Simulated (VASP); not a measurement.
Write the native input for VASP 6.6.1 that does the following.

```yaml
Task: relaxation of cell and atoms
Functional: PBE
Potentials_or_basis: VASP PAW PBE potentials, release 64 (Ti_sv, Mo_sv, Se)
Cutoff: 600 eV
k_mesh: 4 × 4 × 1
Occupations: gaussian, width 0.15 eV
Spin: collinear spin
Starting_moments: "[1.0, 1.0, 0.0, 0.0, 0.0, 0.0] μB"
Dipole_correction: no
Further_INCAR_settings: ALGO = Normal; EDIFF = 1e-06; IBRION = 2; EDIFFG = -0.08; NSW = 36; ISIF = 3
```

The structure of TiMoSe4 lies in POSCAR:

```
TiMoSe4
1.0
    3.3866700000      0.0000000000      0.0000000000
   -1.6933350000      2.9329422500      0.0000000000
    0.0000000000      0.0000000000     13.4220571400
Ti Mo Se
1 1 4
Direct
    0.0000000000      0.0000000000      0.5000000000
    0.6666666700      0.3333333300      0.0000000000
    0.6666666700      0.3333333300      0.6276410200
    0.0000000000      0.0000000000      0.8771510100
    0.0000000000      0.0000000000      0.1228489900
    0.6666666700      0.3333333300      0.3723589800
```

The cell was built from a structure type or drawn by symmetry, and may not be a known phase.

One way to write it, as run:

INCAR

```
SYSTEM = TiMoSe4
ALGO     = Normal         ! electronic algorithm
EDIFF    = 1E-6           ! SCF threshold, eV
EDIFFG   = -0.08          ! ionic threshold
ENCUT    = 600            ! plane-wave cutoff, eV
GGA      = PE             ! functional
IBRION   = 2              ! ionic algorithm
ISIF     = 3              ! what is computed and relaxed
ISMEAR   = 0              ! smearing method
ISPIN    = 2              ! spin polarisation
LASPH    = .TRUE.         ! aspherical terms in the spheres
LCHARG   = .FALSE.        ! write CHGCAR
LMAXMIX  = 4              ! l up to which the mixer works
LORBIT   = 11             ! projections on sites
LREAL    = .FALSE.        ! projectors in reciprocal space
LWAVE    = .FALSE.        ! write WAVECAR
MAGMOM   = 1 1 0 0 0 0    ! initial moments
NELM     = 150            ! most SCF steps
NSW      = 36             ! ionic steps
PREC     = Accurate       ! precision mode
SIGMA    = 0.15           ! smearing width, eV
```

KPOINTS

```
k-points
0
G
  4 4 1
  0 0 0
```

Potentials or basis: VASP PAW PBE potentials, release 64 (Ti_sv, Mo_sv, Se).

The run is started by

```console
$ cat potpaw_PBE.64/Ti_sv/POTCAR potpaw_PBE.64/Mo_sv/POTCAR potpaw_PBE.64/Se/POTCAR > POTCAR
$ mpirun -np 1 vasp_std > vasp.out
```

It gave:

```json
{
 "Relaxed volume": "23.36 Å³/atom",
 "Relaxed cell": "a = 3.408 Å, b = 3.408 Å, c = 13.941 Å, α = 90.00°, β = 90.00°, γ = 120.00°",
 "Space group after relaxing (to 0.1 Å)": "P-6m2 (No. 187)",
 "Energy gained by relaxing": "18.2 meV/atom",
 "Ionic steps": "14",
 "Pressure after relaxing": "0.3 GPa",
 "Largest force after relaxing": "0.011 eV/Å",
 "Band gap on the k mesh": "0.25 eV (least direct gap 0.71 eV)",
 "Net moment": "0.00 μB per cell",
 "Valence electrons inside the program's atomic spheres": "Ti 10.22; Mo 12.31; Se 3.88, 3.84 (each value once)"
}
```

Caveat: the k points lie up to 0.53 Å⁻¹ apart in the final cell; an odd mesh through Γ misses points on the zone boundary, where band edges can lie; this functional lacks dispersion, which binds the layers, so the pressure and a relaxed spacing across them are unreliable.

Wall time 7 min on 1 thread of AMD EPYC 9R45 96-Core Processor (Zen 5), with other jobs on the host, peak memory 0.33 GiB.
